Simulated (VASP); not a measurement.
# MnSb (rocksalt type) (Fm-3m) in VASP: further runs

Runs on MnSb (rocksalt type). Level: PBE. Tasks: single point.

Program: VASP 6.6.1. These are calculated values, not measurements. Logs are shortened: lines on timing, memory, paths and dates and some standing lists are left out, and cuts for length are marked.

**1. The cell of the first run**

Symmetry: Fm-3m, No. 225, cubic system. Conventional cell: a = 5.572 Å, b = 5.572 Å, c = 5.572 Å, α = 90.00°, β = 90.00°, γ = 90.00°. Within 3.7 Å of Mn (site symmetry m-3m) lie 6 Sb at 2.79 Å. Sb (site symmetry m-3m) has 6 Mn at 2.79 Å within 3.7 Å.

**2. Single point, PBE, collinear spin, ferromagnetic start**

INCAR

```
SYSTEM = MnSb
PREC = Accurate
ENCUT = 520
EDIFF = 1E-7
ISMEAR = -1
SIGMA = 0.03
LREAL = .FALSE.
LASPH = .TRUE.
NELM = 150
ALGO = Normal
ISIF = 2
LWAVE = .FALSE.
LCHARG = .TRUE.
ISPIN = 2
MAGMOM = 4 0
LORBIT = 11
LMAXMIX = 4
GGA = PE
LELF = .TRUE.
LVHAR = .TRUE.
NBANDS = 20
```

KPOINTS

```
Automatic mesh
0
G
  16 16 16
  0 0 0
```

POSCAR

```
MnSb
1.0
    0.0000000000      2.7858175354      2.7858175354
    2.7858175354      0.0000000000      2.7858175354
    2.7858175354      2.7858175354      0.0000000000
Mn Sb
1 1
Direct
    0.0000000000      0.0000000000      0.0000000000
    0.5000000000      0.5000000000      0.5000000000
```

Potentials or basis: VASP PAW PBE potentials, release 64 (Mn_pv, Sb).

Started as:

```sh
> cat potpaw_PBE.64/Mn_pv/POTCAR potpaw_PBE.64/Sb/POTCAR > POTCAR
> mpirun -np 1 vasp_std > vasp.out
```

OUTCAR:

```text
SYSTEM = MnSb
   PREC = Accurate
   ENCUT = 520
   EDIFF = 1E-7
   ISMEAR = -1
   LREAL = .FALSE.
   LASPH = .TRUE.
   NELM = 150
   ISIF = 2
   ISPIN = 2
   LORBIT = 11
   GGA = PE

 ion  position               nearest neighbor table
   1  0.000  0.000  0.000-   2 2.79   2 2.79   2 2.79   2 2.79   2 2.79   2 2.79
   2  0.500  0.500  0.500-   1 2.79   1 2.79   1 2.79   1 2.79   1 2.79   1 2.79

  LATTYP: Found a face centered cubic cell.
 ALAT       =     5.5716350708

  Lattice vectors:

 A1 = (   0.0000000000,   2.7858175354,   2.7858175354)
 A2 = (   2.7858175354,   0.0000000000,   2.7858175354)
 A3 = (   2.7858175354,   2.7858175354,   0.0000000000)

Analysis of symmetry for initial positions (statically):
=====================================================================
 Subroutine PRICEL returns:
 Original cell was already a primitive cell.

 Routine SETGRP: Setting up the symmetry group for a
 face centered cubic supercell.

 Subroutine GETGRP returns: Found 48 space group operations
 (whereof 48 operations were pure point group operations)
 out of a pool of 48 trial point group operations.

The static configuration has the point symmetry O_h .

Analysis of symmetry for dynamics (positions and initial velocities):
=====================================================================
 Subroutine PRICEL returns:
 Original cell was already a primitive cell.

 Routine SETGRP: Setting up the symmetry group for a
 face centered cubic supercell.

 Subroutine GETGRP returns: Found 48 space group operations
 (whereof 48 operations were pure point group operations)
 out of a pool of 48 trial point group operations.

The dynamic configuration has the point symmetry O_h .

Analysis of structural, dynamic, and magnetic symmetry:
=====================================================================
 Subroutine PRICEL returns:
 Original cell was already a primitive cell.

 Routine SETGRP: Setting up the symmetry group for a
 face centered cubic supercell.

 Subroutine GETGRP returns: Found 48 space group operations
 (whereof 48 operations were pure point group operations)
 out of a pool of 48 trial point group operations.

The overall configuration has the point symmetry O_h .

 Subroutine INISYM returns: Found 48 space group operations
 (whereof 48 operations are pure point group operations),
 and found     1 'primitive' translations

----------------------------------------------------------------------------------------

                                     Primitive cell

  volume of cell :      43.2402

  direct lattice vectors                    reciprocal lattice vectors
     0.000000000  2.785817535  2.785817535    -0.179480527  0.179480527  0.179480527
     2.785817535  0.000000000  2.785817535     0.179480527 -0.179480527  0.179480527
     2.785817535  2.785817535  0.000000000     0.179480527  0.179480527 -0.179480527

  length of vectors
     3.939740941  3.939740941  3.939740941     0.310869392  0.310869392  0.310869392

  position of ions in fractional coordinates (direct lattice)
     0.000000000  0.000000000  0.000000000
     0.500000000  0.500000000  0.500000000

  ion indices of the primitive-cell ions
   primitive index   ion index
                 1           1
                 2           2

----------------------------------------------------------------------------------------

 KPOINTS: Automatic mesh

Automatic generation of k-mesh.
 Grid dimensions read from file:
 generate k-points for:   16   16   16

 Generating k-lattice:

  Cartesian coordinates                     Fractional coordinates (reciprocal lattice)
    -0.011217533  0.011217533  0.011217533     0.062500000  0.000000000  0.000000000
     0.011217533 -0.011217533  0.011217533     0.000000000  0.062500000  0.000000000
     0.011217533  0.011217533 -0.011217533     0.000000000  0.000000000  0.062500000

  Length of vectors
     0.019429337  0.019429337  0.019429337

  Shift w.r.t. Gamma in fractional coordinates (k-lattice)
     0.000000000  0.000000000  0.000000000

 Subroutine IBZKPT returns following result:
 ===========================================

 Found    145 irreducible k-points:

 Following reciprocal coordinates:
            Coordinates               Weight
  0.000000  0.000000  0.000000      1.000000
  0.062500  0.000000  0.000000      8.000000
  0.125000  0.000000  0.000000      8.000000
  0.187500  0.000000  0.000000      8.000000
  0.250000  0.000000  0.000000      8.000000
  0.312500  0.000000  0.000000      8.000000
[... 16 lines left out ...]
 -0.125000  0.062500  0.000000     24.000000
 -0.062500  0.062500  0.000000     12.000000
 [... further k-points ...]
   k-points           NKPTS =    145   k-points in BZ     NKDIM =    145   number of bands    NBANDS=     20
   number of dos      NEDOS =    301   number of ions     NIONS =      2
   total plane-waves  NPLWV =  27000
   dimension x,y,z NGX =    30 NGY =   30 NGZ =   30
   dimension x,y,z NGXF=    60 NGYF=   60 NGZF=   60
   ions per type =               1   1
   NGX,Y,Z   is equivalent  to a cutoff of  12.66, 12.66, 12.66 a.u.
   NGXF,Y,Z  is equivalent  to a cutoff of  25.32, 25.32, 25.32 a.u.
 SYSTEM =  MnSb
   PREC   = accura    normal or accurate (medium, high low for compatibility)
   ISTART =      0    job   : 0-new  1-cont  2-samecut
   ICHARG =      2    charge: 1-file 2-atom 10-const
   ISPIN  =      2    spin polarized calculation?
   LNONCOLLINEAR =      F non collinear calculations
   LSORBIT =      F    spin-orbit coupling
   LASPH  =      T    aspherical Exc in radial PAW
   ENCUT  =  520.0 eV  38.22 Ry    6.18 a.u.   7.33  7.33  7.33*2*pi/ulx,y,z
   NELM   =    150;   NELMIN=  2; NELMDL= -5     # of ELM steps
   EDIFF  = 0.1E-06   stopping-criterion for ELM
   LREAL  =      F    real-space projection
   EDIFFG = 0.1E-05   stopping-criterion for IOM
   NSW    =      0    number of steps for IOM
   IBRION =     -1    ionic relax: 0-MD 1-quasi-New 2-CG
   NFREE  =      0    steps in history (QN), initial steepest desc. (CG)
   ISIF   =      2    stress and relaxation
   ISYM   =      2    0-nonsym 1-usesym 2-fastsym
   POTIM  = 0.5000    time-step for ionic-motion
   TEBEG  =    0.0;   TEEND  =   0.0 temperature during run
   PSTRESS=    0.0 pullay stress
   NELECT =      18.0000    total number of electrons
   NUPDOWN=      -1.0000    fix difference up-down
   EMIN   =  10.00;   EMAX   =-10.00  energy-range for DOS
   EFERMI =   0.00;   METHOD = LEGACY
   ISMEAR =    -1;   SIGMA  =   0.03  broadening in eV -4-tet -1-fermi 0-gaus
   EFERMI_NEDOS =   21; number of points for ismear=-14 and -15
   IALGO  =     38    algorithm
   IMIX   =      4    mixing-type and parameters
     AMIX     =   0.40;   BMIX     =  1.00
     AMIX_MAG =   1.60;   BMIX_MAG =  1.00
  volume/ion in A,a.u.               =      21.62       145.90
  Fermi-wavevector in a.u.,A,eV,Ry     =   1.222371  2.309946 20.329697  1.494191
  Thomas-Fermi vector in A             =   2.357520
   LORBIT       =     11    0 simple, 1 ext, 2 COOP (PROOUT), +10 PAW based schemes
   GGA     = PE    functional components
   LHFCALC =     F    Hartree Fock is set to
   AEXX    =    0.0000 exact exchange contribution
   IVDW    =     0    specifies the selected vdW correction
   LEPSILON=     F    determine dielectric tensor
   LRPA    =     F    only Hartree local field effects (RPA)
 spin polarized calculation
  energy-cutoff  :      520.00
  volume of cell :       43.24
 maximum number of plane-waves:      1211
 NGX is ok and might be reduce to    30
   NGX = 15   NGY = 15   NGZ = 15

 number of electron      17.9999991 magnetization       3.8383779

 Free energy of the ion-electron system (eV)
  ---------------------------------------------------
  ext. energy  EPLUGINS =         0.00000000
  ---------------------------------------------------
  free energy    TOTEN  =       -12.85651349 eV

  energy without entropy =      -12.85379560  energy(sigma->0) =      -12.85515454

 E-fermi :   7.7133     XC(G=0): -10.6229

 val. band max:        7.7006834051   @ k =   0.2500   0.1875   0.0000
 cond. band min:       7.7320027599   @ k =  -0.4375   0.3125   0.0000
 fundamental gap:      0.0313193548
 Fermi energy:         7.7133352581

 spin component 1

 k-point     1 :       0.0000    0.0000    0.0000
  band No.  band energies     occupation
      1     -42.5625      1.00000
      2     -42.5625      1.00000
      3     -42.5625      1.00000
      4      -3.8525      1.00000
      5       4.6497      1.00000
      6       4.6497      1.00000
[... 12 lines left out ...]
     19      17.2687      0.00000
     20      17.2687      0.00000

 k-point     2 :       0.0625    0.0000    0.0000
  band No.  band energies     occupation
      1     -42.5626      1.00000
      2     -42.5625      1.00000
      3     -42.5625      1.00000
      4      -3.8001      1.00000
      5       4.6230      1.00000
      6       4.6525      1.00000
[... 12 lines left out ...]
     19      16.9426      0.00000
     20      17.3948      0.00000

 k-point     3 :       0.1250    0.0000    0.0000
  band No.  band energies     occupation
      1     -42.5630      1.00000
      2     -42.5625      1.00000
      3     -42.5625      1.00000
      4      -3.6439      1.00000
      5       4.5300      1.00000
      6       4.6336      1.00000
[... 12 lines left out ...]
     19      16.6687      0.00000
     20      18.3489      0.00000

 k-point     4 :       0.1875    0.0000    0.0000
  band No.  band energies     occupation
      1     -42.5635      1.00000
      2     -42.5625      1.00000
      3     -42.5625      1.00000
      4      -3.3883      1.00000
      5       4.3203      1.00000
      6       4.5240      1.00000
[... 429 lines left out ...]
 k-point    23 :      -0.1250    0.0625    0.0000
  band No.  band energies     occupation
      1     -42.5632      1.00000
      2     -42.5627      1.00000
      3     -42.5624      1.00000
      4      -3.5242      1.00000
      5       4.4720      1.00000
      6       4.5544      1.00000
[... 12 lines left out ...]
     19      17.4861      0.00000
     20      19.0071      0.00000

 k-point    24 :      -0.0625    0.0625    0.0000
  band No.  band energies     occupation
      1     -42.5628      1.00000
      2     -42.5626      1.00000
      3     -42.5625      1.00000
      4      -3.7132      1.00000
      5       4.5911      1.00000
      6       4.6215      1.00000
[... 12 lines left out ...]
     19      17.0510      0.00000
     20      18.0107      0.00000

 [... further k-points ...]

 spin component 2

 k-point     1 :       0.0000    0.0000    0.0000
  band No.  band energies     occupation
      1     -38.6421      1.00000
      2     -38.6421      1.00000
      3     -38.6421      1.00000
      4      -3.7626      1.00000
      5       7.8501      0.01035
      6       7.8502      0.01035
[... 12 lines left out ...]
     19      18.2650      0.00000
     20      18.2650      0.00000

 k-point     2 :       0.0625    0.0000    0.0000
  band No.  band energies     occupation
      1     -38.6422      1.00000
      2     -38.6420      1.00000
      3     -38.6420      1.00000
      4      -3.7117      1.00000
      5       7.6654      0.83179
      6       7.6654      0.83170
[... 12 lines left out ...]
     19      17.9023      0.00000
     20      18.3527      0.00000

 k-point     3 :       0.1250    0.0000    0.0000
  band No.  band energies     occupation
      1     -38.6427      1.00000
      2     -38.6420      1.00000
      3     -38.6420      1.00000
      4      -3.5605      1.00000
      5       7.0043      1.00000
      6       7.2811      1.00000
[... 12 lines left out ...]
     19      17.5310      0.00000
     20      18.9154      0.00000

 k-point     4 :       0.1875    0.0000    0.0000
  band No.  band energies     occupation
      1     -38.6435      1.00000
      2     -38.6421      1.00000
      3     -38.6420      1.00000
      4      -3.3140      1.00000
      5       5.9976      1.00000
      6       6.8841      1.00000
[... 429 lines left out ...]
 k-point    23 :      -0.1250    0.0625    0.0000
  band No.  band energies     occupation
      1     -38.6430      1.00000
      2     -38.6423      1.00000
      3     -38.6419      1.00000
      4      -3.4448      1.00000
      5       6.5537      1.00000
      6       7.0109      1.00000
[... 12 lines left out ...]
     19      18.2088      0.00000
     20      19.5548      0.00000

 k-point    24 :      -0.0625    0.0625    0.0000
  band No.  band energies     occupation
      1     -38.6424      1.00000
      2     -38.6422      1.00000
      3     -38.6420      1.00000
      4      -3.6275      1.00000
      5       7.2894      1.00000
      6       7.3662      0.99999
[... 12 lines left out ...]
     19      17.9489      0.00000
     20      18.8898      0.00000

 [... further k-points ...]

------------------------ aborting loop because EDIFF is reached ----------------------------------------

  FORCE on cell =-STRESS in cart. coord.  units (eV):
  Direction    XX          YY          ZZ          XY          YZ          ZX
  --------------------------------------------------------------------------------------
  -------------------------------------------------------------------------------------
  Total        0.0905895      0.0905895      0.0905895     -0.0000000      0.0000000      0.0000000
  in kB        3.3566074      3.3566074      3.3566074     -0.0000000      0.0000000      0.0000000
  external PRESSURE =       3.3566074 kB  Pullay stress =       0.0000000 kB

 VOLUME and BASIS-vectors are now :
 -----------------------------------------------------------------------------
  energy-cutoff  :      520.00
  volume of cell :       43.24
      direct lattice vectors                 reciprocal lattice vectors
     0.000000000  2.785817535  2.785817535    -0.179480527  0.179480527  0.179480527
     2.785817535  0.000000000  2.785817535     0.179480527 -0.179480527  0.179480527
     2.785817535  2.785817535  0.000000000     0.179480527  0.179480527 -0.179480527

 POSITION                                       TOTAL-FORCE (eV/Angst)
 -----------------------------------------------------------------------------------
      0.00000      0.00000      0.00000         0.000000      0.000000     -0.000000
      2.78582      2.78582      2.78582        -0.000000     -0.000000      0.000000
 -----------------------------------------------------------------------------------
    total drift:                               -0.000000      0.000000      0.000000

  FREE ENERGIE OF THE ION-ELECTRON SYSTEM (eV)
  ---------------------------------------------------
  free  energy   TOTEN  =       -12.8565134905 eV

  energy  without entropy=      -12.8537955990  energy(sigma->0) =      -12.85515454

 total charge

# of ion       s       p       d       tot
------------------------------------------
    1        0.283   6.187   4.998  11.468
    2        1.143   1.301   0.037   2.481
--------------------------------------------------
tot          1.426   7.489   5.035  13.949

 magnetization (x)

# of ion       s       p       d       tot
------------------------------------------
    1        0.075   0.037   3.637   3.749
    2        0.014  -0.124   0.011  -0.099
--------------------------------------------------
tot          0.089  -0.087   3.648   3.651
```

Run time: 3.2 min. Hardware: 1 thread of Intel Xeon Platinum 8375C at 2.90GHz (Ice Lake), shared host; peak memory 0.33 GiB.

Results:

```
Free energy                                           : -12.8565 eV
Pressure                                              : 0.3 GPa
Net moment                                            : 3.84 μB per cell
Site moments                                          : Mn +3.75; Sb -0.10 μB
Valence electrons inside the program's atomic spheres : Mn 11.47; Sb 2.48
```

Caveat: spin-orbit coupling is left out, which moves the levels of the heavy elements; a cell with one magnetic atom can't hold antiferromagnetic order, which such compounds often take.

(Continued in part 2 of 2.)
